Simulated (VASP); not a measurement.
# Sn (Fm-3m) in VASP: a series of runs

The runs below take Sn through single point, relaxation of cell and atoms, with revPBE.

Everything below comes from runs of VASP 6.6.1. Logs are shortened: lines on timing, memory, paths and dates and some standing lists are left out, and cuts for length are marked.

## (1) The cell of the first run

It takes space group Fm-3m (No. 225, cubic). The conventional cell has a = 4.858 Å, b = 4.858 Å, c = 4.858 Å, α = 90.00°, β = 90.00°, γ = 90.00°. Sn (site symmetry m-3m) has 12 Sn at 3.44 Å within 4.5 Å.

## (2) Single point, revPBE

The input, INCAR:

```
SYSTEM = Sn
ALGO = Normal
EDIFF = 1E-6
ENCUT = 520
GGA = RE
ISIF = 2
ISMEAR = -1
LASPH = .TRUE.
LCHARG = .TRUE.
LELF = .TRUE.
LREAL = .FALSE.
LVHAR = .TRUE.
LWAVE = .FALSE.
NBANDS = 13
NELM = 80
PREC = Accurate
SIGMA = 0.1
```

The input, KPOINTS:

```
k-points
0
G
  13 13 13
  0 0 0
```

The input, POSCAR:

```
Sn
1.0
    0.0000000000      2.4290145786      2.4290145786
    2.4290145786      0.0000000000      2.4290145786
    2.4290145786      2.4290145786      0.0000000000
Sn
1
Direct
    0.0000000000      0.0000000000      0.0000000000
```

Potentials or basis: VASP PAW PBE potentials, release 64 (Sn_d).

The run is started by

```console
cat potpaw_PBE.64/Sn_d/POTCAR > POTCAR
mpirun -np 1 vasp_std > vasp.out
```

OUTCAR:

```text
SYSTEM = Sn
   EDIFF = 1E-6
   ENCUT = 520
   GGA = RE
   ISIF = 2
   ISMEAR = -1
   LASPH = .TRUE.
   LREAL = .FALSE.
   NELM = 80
   PREC = Accurate

 ion  position               nearest neighbor table
   1  0.000  0.000  0.000-

  LATTYP: Found a face centered cubic cell.
 ALAT       =     4.8580291572

  Lattice vectors:

 A1 = (   0.0000000000,   2.4290145786,   2.4290145786)
 A2 = (   2.4290145786,   0.0000000000,   2.4290145786)
 A3 = (   2.4290145786,   2.4290145786,   0.0000000000)

Analysis of symmetry for initial positions (statically):
=====================================================================
 Subroutine PRICEL returns:
 Original cell was already a primitive cell.

 Routine SETGRP: Setting up the symmetry group for a
 face centered cubic supercell.

 Subroutine GETGRP returns: Found 48 space group operations
 (whereof 48 operations were pure point group operations)
 out of a pool of 48 trial point group operations.

The static configuration has the point symmetry O_h .

Analysis of symmetry for dynamics (positions and initial velocities):
=====================================================================
 Subroutine PRICEL returns:
 Original cell was already a primitive cell.

 Routine SETGRP: Setting up the symmetry group for a
 face centered cubic supercell.

 Subroutine GETGRP returns: Found 48 space group operations
 (whereof 48 operations were pure point group operations)
 out of a pool of 48 trial point group operations.

The dynamic configuration has the point symmetry O_h .

 Subroutine INISYM returns: Found 48 space group operations
 (whereof 48 operations are pure point group operations),
 and found     1 'primitive' translations

----------------------------------------------------------------------------------------

                                     Primitive cell

  volume of cell :      28.6629

  direct lattice vectors                    reciprocal lattice vectors
     0.000000000  2.429014579  2.429014579    -0.205844792  0.205844792  0.205844792
     2.429014579  0.000000000  2.429014579     0.205844792 -0.205844792  0.205844792
     2.429014579  2.429014579  0.000000000     0.205844792  0.205844792 -0.205844792

  length of vectors
     3.435145360  3.435145360  3.435145360     0.356533638  0.356533638  0.356533638

  position of ions in fractional coordinates (direct lattice)
     0.000000000  0.000000000  0.000000000

[... 81 lines left out ...]
   ISIF   =      2    stress and relaxation
   ISYM   =      2    0-nonsym 1-usesym 2-fastsym
   POTIM  = 0.5000    time-step for ionic-motion
   TEBEG  =    0.0;   TEEND  =   0.0 temperature during run
   PSTRESS=    0.0 pullay stress
   NELECT =      14.0000    total number of electrons
   NUPDOWN=      -1.0000    fix difference up-down
   EMIN   =  10.00;   EMAX   =-10.00  energy-range for DOS
   EFERMI =   0.00;   METHOD = LEGACY
   ISMEAR =    -1;   SIGMA  =   0.10  broadening in eV -4-tet -1-fermi 0-gaus
   EFERMI_NEDOS =   21; number of points for ismear=-14 and -15
   IALGO  =     38    algorithm
   IMIX   =      4    mixing-type and parameters
     AMIX     =   0.40;   BMIX     =  1.00
     AMIX_MAG =   1.60;   BMIX_MAG =  1.00
  volume/ion in A,a.u.               =      28.66       193.43
  Fermi-wavevector in a.u.,A,eV,Ry     =   1.289271  2.436368 22.615856  1.662219
  Thomas-Fermi vector in A             =   2.421174
   LORBIT       =      0    0 simple, 1 ext, 2 COOP (PROOUT), +10 PAW based schemes
   GGA     = RE    functional components
   LHFCALC =     F    Hartree Fock is set to
   AEXX    =    0.0000 exact exchange contribution
   IVDW    =     0    specifies the selected vdW correction
   LEPSILON=     F    determine dielectric tensor
   LRPA    =     F    only Hartree local field effects (RPA)
 non-spin polarized calculation
  energy-cutoff  :      520.00
  volume of cell :       28.66
 maximum number of plane-waves:       787
 NGX is ok and might be reduce to    28
   NGX = 13   NGY = 13   NGZ = 13

 number of electron      13.9999996 magnetization

 Free energy of the ion-electron system (eV)
  ---------------------------------------------------
  ext. energy  EPLUGINS =         0.00000000
  ---------------------------------------------------
  free energy    TOTEN  =        -3.48768359 eV

  energy without entropy =       -3.46940369  energy(sigma->0) =       -3.47854364

 E-fermi :   7.6411     XC(G=0): -10.0587

 val. band max:        7.5222158011   @ k =  -0.4615   0.3846   0.0000
 cond. band min:       7.6803620176   @ k =   0.3846   0.3077   0.0000
 fundamental gap:      0.1581462165
 Fermi energy:         7.6410797625

 k-point     1 :       0.0000    0.0000    0.0000
  band No.  band energies     occupation
      1     -13.9967      2.00000
      2     -13.9967      2.00000
      3     -13.9967      2.00000
      4     -13.9330      2.00000
      5     -13.9330      2.00000
      6      -3.1520      2.00000
      7      14.9057      0.00000
      8      14.9057      0.00000
      9      14.9057      0.00000
     10      18.1020      0.00000
     11      19.0862      0.00000
     12      19.0862      0.00000
     13      19.0862      0.00000
[... 354 lines left out ...]
  band No.  band energies     occupation
      1     -14.0057      2.00000
      2     -13.9736      2.00000
      3     -13.9619      2.00000
      4     -13.9002      2.00000
      5     -13.8664      2.00000
      6       0.4461      2.00000
      7       4.8000      2.00000
      8      10.8324      0.00000
      9      11.8068      0.00000
     10      15.0703      0.00000
     11      19.8110      0.00000
     12      20.1991      0.00000
     13      21.6609      0.00000

 [... further k-points ...]

------------------------ aborting loop because EDIFF is reached ----------------------------------------

  FORCE on cell =-STRESS in cart. coord.  units (eV):
  Direction    XX          YY          ZZ          XY          YZ          ZX
  --------------------------------------------------------------------------------------
  -------------------------------------------------------------------------------------
  Total       -0.0013588     -0.0013588     -0.0013588      0.0000000      0.0000000     -0.0000000
  in kB       -0.0759532     -0.0759532     -0.0759532      0.0000000      0.0000000     -0.0000000
  external PRESSURE =      -0.0759532 kB  Pullay stress =       0.0000000 kB

 VOLUME and BASIS-vectors are now :
 -----------------------------------------------------------------------------
  energy-cutoff  :      520.00
  volume of cell :       28.66
      direct lattice vectors                 reciprocal lattice vectors
     0.000000000  2.429014579  2.429014579    -0.205844792  0.205844792  0.205844792
     2.429014579  0.000000000  2.429014579     0.205844792 -0.205844792  0.205844792
     2.429014579  2.429014579  0.000000000     0.205844792  0.205844792 -0.205844792

 POSITION                                       TOTAL-FORCE (eV/Angst)
 -----------------------------------------------------------------------------------
      0.00000      0.00000      0.00000        -0.000000      0.000000     -0.000000
 -----------------------------------------------------------------------------------
    total drift:                               -0.000000     -0.000000     -0.000000

  FREE ENERGIE OF THE ION-ELECTRON SYSTEM (eV)
  ---------------------------------------------------
  free  energy   TOTEN  =        -3.4876835929 eV

  energy  without entropy=       -3.4694036859  energy(sigma->0) =       -3.47854364
```

OSZICAR:

```text
N       E                     dE             d eps       ncg     rms          rms(c)
DAV:   1     0.803356557606E+02    0.80336E+02   -0.71477E+03  2259   0.154E+03
DAV:   2     0.221608639521E+01   -0.78120E+02   -0.75668E+02  2289   0.341E+02
DAV:   3    -0.337688351073E+01   -0.55930E+01   -0.55772E+01  2627   0.730E+01
DAV:   4    -0.349170740367E+01   -0.11482E+00   -0.11480E+00  2657   0.112E+01
DAV:   5    -0.349569925546E+01   -0.39919E-02   -0.39918E-02  2957   0.203E+00    0.121E+00
DAV:   6    -0.348958401669E+01    0.61152E-02   -0.75448E-03  2865   0.144E+00    0.684E-01
DAV:   7    -0.348772013620E+01    0.18639E-02   -0.57557E-03  2834   0.122E+00    0.823E-02
DAV:   8    -0.348768304588E+01    0.37090E-04   -0.69312E-04  2737   0.428E-01    0.229E-02
DAV:   9    -0.348768292272E+01    0.12316E-06   -0.12420E-05  2750   0.457E-02    0.166E-02
DAV:  10    -0.348768359289E+01   -0.67017E-06   -0.55457E-06  2779   0.338E-02
   1 F= -.34876836E+01 E0= -.34785436E+01  d E =-.182799E-01
```

stdout:

```text
POSCAR found type information on POSCAR Sn
 POSCAR found :  1 types and       1 ions
 scaLAPACK will be used
 -----------------------------------------------------------------------------
|                                                                             |
|                                                                             |
|     You enforced a specific xc type in the INCAR file but a different       |
|     I HOPE YOU KNOW WHAT YOU ARE DOING!                                     |
|                                                                             |
 -----------------------------------------------------------------------------

 LDA part: xc-table for (Slater+PW92), standard interpolation
 POSCAR, INCAR and KPOINTS ok, starting setup
 FFT: planning ... GRIDC
 FFT: planning ... GRID_SOFT
 FFT: planning ... GRID
 WAVECAR not read
 entering main loop
```

It took 12 s on 1 thread of Intel Xeon 6975P-C (Granite Rapids), shared host; peak memory 0.17 GiB.

What came out:

```
Free energy            : -3.4877 eV
Pressure               : 0.0 GPa
Band gap on the k mesh : zero (band 7 reaches 14.91 eV, above the bottom of band 8 at 5.76 eV)
```

Caveat: the PAW data sets were made with another functional, which shifts forces and pressure a little; spin-orbit coupling is left out, which moves the levels of the heavy elements.

## (3) Single point, revPBE (volume scaled by 1.04)

INCAR, as its differences from that of step 2:

```diff
@@ -8,6 +8,4 @@
 LASPH = .TRUE.
-LCHARG = .TRUE.
-LELF = .TRUE.
+LCHARG = .FALSE.
 LREAL = .FALSE.
-LVHAR = .TRUE.
 LWAVE = .FALSE.
```

KPOINTS is that of step 2.

The input, POSCAR:

```
Sn
1.0
    0.0000000000      2.4609789624      2.4609789624
    2.4609789624      0.0000000000      2.4609789624
    2.4609789624      2.4609789624      0.0000000000
Sn
1
Direct
    0.0000000000      0.0000000000      0.0000000000
```

Potentials or basis: VASP PAW PBE potentials, release 64 (Sn_d).

The run is started by

```console
cat potpaw_PBE.64/Sn_d/POTCAR > POTCAR
mpirun -np 1 vasp_std > vasp.out
```

OUTCAR:

```text
SYSTEM = Sn
   EDIFF = 1E-6
   ENCUT = 520
   GGA = RE
   ISIF = 2
   ISMEAR = -1
   LASPH = .TRUE.
   LREAL = .FALSE.
   NELM = 80
   PREC = Accurate

 ion  position               nearest neighbor table
   1  0.000  0.000  0.000-

  LATTYP: Found a face centered cubic cell.
 ALAT       =     4.9219579248

  Lattice vectors:

 A1 = (   0.0000000000,   2.4609789624,   2.4609789624)
 A2 = (   2.4609789624,   0.0000000000,   2.4609789624)
 A3 = (   2.4609789624,   2.4609789624,   0.0000000000)

Analysis of symmetry for initial positions (statically):
=====================================================================
 Subroutine PRICEL returns:
 Original cell was already a primitive cell.

 Routine SETGRP: Setting up the symmetry group for a
 face centered cubic supercell.

 Subroutine GETGRP returns: Found 48 space group operations
 (whereof 48 operations were pure point group operations)
 out of a pool of 48 trial point group operations.

The static configuration has the point symmetry O_h .

Analysis of symmetry for dynamics (positions and initial velocities):
=====================================================================
 Subroutine PRICEL returns:
 Original cell was already a primitive cell.

 Routine SETGRP: Setting up the symmetry group for a
 face centered cubic supercell.

 Subroutine GETGRP returns: Found 48 space group operations
 (whereof 48 operations were pure point group operations)
 out of a pool of 48 trial point group operations.

The dynamic configuration has the point symmetry O_h .

 Subroutine INISYM returns: Found 48 space group operations
 (whereof 48 operations are pure point group operations),
 and found     1 'primitive' translations

----------------------------------------------------------------------------------------

                                     Primitive cell
[... 114 lines left out ...]
   GGA     = RE    functional components
   LHFCALC =     F    Hartree Fock is set to
   AEXX    =    0.0000 exact exchange contribution
   IVDW    =     0    specifies the selected vdW correction
   LEPSILON=     F    determine dielectric tensor
   LRPA    =     F    only Hartree local field effects (RPA)
 non-spin polarized calculation
  energy-cutoff  :      520.00
  volume of cell :       29.81
 maximum number of plane-waves:       821
 NGX is ok and might be reduce to    28
   NGX = 13   NGY = 13   NGZ = 13

 number of electron      14.0000000 magnetization

 Free energy of the ion-electron system (eV)
  ---------------------------------------------------
  ext. energy  EPLUGINS =         0.00000000
  ---------------------------------------------------
  free energy    TOTEN  =        -3.48185830 eV

  energy without entropy =       -3.46342291  energy(sigma->0) =       -3.47264061

 E-fermi :   7.1967     XC(G=0):  -9.8785

 val. band max:        7.1514804541   @ k =   0.3846   0.3077   0.0000
 cond. band min:       7.2229614734   @ k =   0.3077   0.0769   0.0000
 fundamental gap:      0.0714810193
 Fermi energy:         7.1966945499

 k-point     1 :       0.0000    0.0000    0.0000
  band No.  band energies     occupation
      1     -14.4280      2.00000
      2     -14.4280      2.00000
      3     -14.4280      2.00000
      4     -14.3725      2.00000
      5     -14.3725      2.00000
      6      -3.3301      2.00000
      7      14.1520      0.00000
      8      14.1520      0.00000
      9      14.1520      0.00000
     10      17.6067      0.00000
     11      18.4149      0.00000
     12      18.4149      0.00000
     13      18.4149      0.00000
[... 354 lines left out ...]
  band No.  band energies     occupation
      1     -14.4352      2.00000
      2     -14.4068      2.00000
      3     -14.3973      2.00000
      4     -14.3428      2.00000
      5     -14.3133      2.00000
      6       0.1142      2.00000
      7       4.4531      2.00000
      8      10.2550      0.00000
      9      11.2193      0.00000
     10      14.5423      0.00000
     11      19.0101      0.00000
     12      19.4889      0.00000
     13      20.9754      0.00000

 [... further k-points ...]

------------------------ aborting loop because EDIFF is reached ----------------------------------------

  FORCE on cell =-STRESS in cart. coord.  units (eV):
  Direction    XX          YY          ZZ          XY          YZ          ZX
  --------------------------------------------------------------------------------------
  -------------------------------------------------------------------------------------
  Total       -0.2981278     -0.2981278     -0.2981278      0.0000000      0.0000000     -0.0000000
  in kB      -16.0235722    -16.0235722    -16.0235722      0.0000000      0.0000000     -0.0000000
  external PRESSURE =     -16.0235722 kB  Pullay stress =       0.0000000 kB

 VOLUME and BASIS-vectors are now :
 -----------------------------------------------------------------------------
  energy-cutoff  :      520.00
  volume of cell :       29.81
      direct lattice vectors                 reciprocal lattice vectors
     0.000000000  2.460978962  2.460978962    -0.203171180  0.203171180  0.203171180
     2.460978962  0.000000000  2.460978962     0.203171180 -0.203171180  0.203171180
     2.460978962  2.460978962  0.000000000     0.203171180  0.203171180 -0.203171180

 POSITION                                       TOTAL-FORCE (eV/Angst)
 -----------------------------------------------------------------------------------
      0.00000      0.00000      0.00000         0.000000      0.000000     -0.000000
 -----------------------------------------------------------------------------------
    total drift:                               -0.000000     -0.000000     -0.000000

  FREE ENERGIE OF THE ION-ELECTRON SYSTEM (eV)
  ---------------------------------------------------
  free  energy   TOTEN  =        -3.4818583028 eV

  energy  without entropy=       -3.4634229135  energy(sigma->0) =       -3.47264061
```

stdout:

```text
POSCAR found type information on POSCAR Sn
 POSCAR found :  1 types and       1 ions
 scaLAPACK will be used
 -----------------------------------------------------------------------------
|                                                                             |
|                                                                             |
|     You enforced a specific xc type in the INCAR file but a different       |
|     I HOPE YOU KNOW WHAT YOU ARE DOING!                                     |
|                                                                             |
 -----------------------------------------------------------------------------

 LDA part: xc-table for (Slater+PW92), standard interpolation
 POSCAR, INCAR and KPOINTS ok, starting setup
 FFT: planning ... GRIDC
 FFT: planning ... GRID_SOFT
 FFT: planning ... GRID
 WAVECAR not read
 entering main loop
```

It took 12 s on 1 thread of Intel Xeon 6975P-C (Granite Rapids), shared host; peak memory 0.17 GiB.

What came out:

* Free energy: -3.4819 eV
* Pressure: -1.6 GPa
* Band gap on the k mesh: zero (band 7 reaches 14.15 eV, above the bottom of band 8 at 5.40 eV)

Caveat: the PAW data sets were made with another functional, which shifts forces and pressure a little; spin-orbit coupling is left out, which moves the levels of the heavy elements.

[end of part 1 of 2]
